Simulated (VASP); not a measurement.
CaPb, 2 atoms in the cell. The structure is tetragonal, space group P4/mmm (No. 123). The conventional cell has a = 3.527 Å, b = 3.527 Å, c = 4.590 Å, α = 90.00°, β = 90.00°, γ = 90.00°. Ca (site symmetry 4/mmm) has 8 Pb at 3.39 Å and 6 Ca at 3.53 to 4.59 Å within 4.6 Å. Within 4.6 Å of Pb (site symmetry 4/mmm) lie 8 Ca at 3.39 Å and 6 Pb at 3.53 to 4.59 Å. 

```yaml
Program: VASP 6.6.1
Task: single point
Functional: PBEsol
Potentials_or_basis: VASP PAW PBE potentials, release 64 (Ca_sv, Pb_d)
Cutoff: 520 eV
k_mesh: 12 × 12 × 10
Occupations: gaussian, width 0.15 eV
Spin: no spin polarisation
Dipole_correction: no
Further_INCAR_settings: ALGO = Fast; EDIFF = 1e-06; NBANDS = 19
```

Potentials or basis: VASP PAW PBE potentials, release 64 (Ca_sv, Pb_d).

The run is started by

```console
$ cat potpaw_PBE.64/Ca_sv/POTCAR potpaw_PBE.64/Pb_d/POTCAR > POTCAR
$ mpirun -np 1 vasp_std > vasp.out
```

Hardware: 1 thread of Intel(R) Xeon(R) Platinum 8259CL CPU @ 2.50GHz (Skylake/Cascade Lake) (shared host).

Task: Estimate the wall time of this run.

Result: Wall time 2.9 min on 1 thread of Intel(R) Xeon(R) Platinum 8259CL CPU @ 2.50GHz (Skylake/Cascade Lake), on a shared host, peak memory 0.31 GiB. Counts: scf iterations 18, k points 168.
